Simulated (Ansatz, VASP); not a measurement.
**One calculation of Be3Se2O, two programs**

```
Be Se O
1.0
     2.34018   -4.80950    0.00000
     2.34018    4.80950    0.00000
     0.00000    0.00000    4.58710
Be Se O
3 2 1
Cartesian
  2.3402 -2.4898 0.0000
  2.3402 2.4898 0.0000
  2.3402 0.0000 2.2936
  0.0000 0.0000 0.0000
  2.3402 0.0000 0.0000
  0.0000 0.0000 2.2936
```

Alike in both runs: functional PBE; k mesh 3 × 3 × 3; occupations gaussian, width 0.15 eV; no spin polarisation.

Ansatz relaxed the structure, and its values are those at the end. VASP's run is a single point on that final structure, the one shown.

```csv
,VASP,Ansatz
version,VASP 6.6.1,Ansatz 0.2.0
potentials or method,"VASP PAW PBE potentials, release 64 (Be, Se, O), cutoff 600 eV","scalar-relativistic, plane waves, PAW"
valence electrons in the cell,24,44
```

Ansatz gave:

| Item | Value |
| --- | --- |
| gap on the k mesh at the Fermi level (eV) | none |
| pressure (GPa) | 0.2 |
| rms of the force components (eV/Å) | 0.010 |

**Question.** Which values does VASP return?

**Answer.** gap on the k mesh at the Fermi level (eV): none; pressure (GPa): 0.3; rms of the force components (eV/Å): 0.009.

A gap of «none» marks a metal or a gap that the smearing closes. VASP's potentials hold 24 valence electrons a cell and Ansatz's 44, so a difference there can come from the potentials and not from the codes.

The k mesh is coarse, so the values compare programs but aren't converged.
